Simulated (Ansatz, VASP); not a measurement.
Two plane-wave programs on AlV2C

File INCAR:

```
PREC     = Accurate       # precision mode
ENCUT    = 520            # plane-wave cutoff, eV
EDIFF    = 1E-6           # SCF threshold, eV
ISMEAR   = 0              # smearing method
SIGMA    = 0.1            # smearing width, eV
LREAL    = False          # projectors in reciprocal space
LASPH    = True           # aspherical terms in the spheres
NELM     = 80             # most SCF steps
ALGO     = Normal         # electronic algorithm
ISIF     = 2              # what is computed and relaxed
LWAVE    = False          # write WAVECAR
LCHARG   = True           # write CHGCAR
GGA      = PE             # functional
LELF     = True           # ELF
LVHAR    = True         
NBANDS   = 43             # bands
```

KPOINTS

```
Automatic mesh
0
Gamma
  9 9 2
```

POSCAR

```
AlV2C
1.0
    2.8875990726      0.0000000000      0.0000000000
   -1.4437995363      2.5007341528      0.0000000000
    0.0000000000      0.0000000000     13.1048231100
Al V C
2 4 2
Direct
    0.3333333300      0.6666666700      0.2500000000
    0.6666666700      0.3333333300      0.7500000000
    0.3333333300      0.6666666700      0.5863842200
    0.6666666700      0.3333333300      0.4136157800
    0.6666666700      0.3333333300      0.0863842200
    0.3333333300      0.6666666700      0.9136157800
    0.0000000000      0.0000000000      0.0000000000
    0.0000000000      0.0000000000      0.5000000000
```

Input for Ansatz:

```yaml
crystal:
  lattice:
    - [2.8875990726, 0.0, 0.0]
    - [-1.4437995363, 2.5007341528, 0.0]
    - [0.0, 0.0, 13.10482311]
  atoms:
    - { symbol: Al, position: [0.33333333, 0.66666667, 0.25] }
    - { symbol: Al, position: [0.66666667, 0.33333333, 0.75] }
    - { symbol: V, position: [0.33333333, 0.66666667, 0.58638422] }
    - { symbol: V, position: [0.66666667, 0.33333333, 0.41361578] }
    - { symbol: V, position: [0.66666667, 0.33333333, 0.08638422] }
    - { symbol: V, position: [0.33333333, 0.66666667, 0.91361578] }
    - { symbol: C, position: [0.0, 0.0, 0.0] }
    - { symbol: C, position: [0.0, 0.0, 0.5] }
basis:
  ecutwfc: 420
kpoints:
  mp_grid: { grid: [9, 9, 2] }
hamiltonian:
  xc: pbe
scf:
  occupations: { method: gaussian, width: 0.1 }
output:
  forces: true
  stress: true
  eigenvalues: true
```

Alike in both runs: task single point; functional PBE; k mesh 9 × 9 × 2; occupations gaussian, width 0.1 eV; no spin polarisation.

|  | VASP | Ansatz |
| --- | --- | --- |
| version | VASP 6.6.1 | Ansatz 0.2.0 |
| potentials or method | VASP PAW PBE potentials, release 64 (Al, V_sv, C), cutoff 520 eV | scalar-relativistic, plane waves, PAW |
| valence electrons in the cell | 66 | 66 |

```csv
,VASP,Ansatz,Ansatz less VASP
gap on the k mesh at the Fermi level (eV),none,none,-
pressure (GPa),2.2,1.9,-0.34
"traceless stress, the component that is largest in VASP (GPa)",-0.92,-0.91,+0.015
rms of the force components (eV/Å),0.128,0.148,+0.0200
```

Atom by atom the forces differ by 0.020 eV/Å (rms over components). A gap of «none» marks a metal or a gap that the smearing closes.
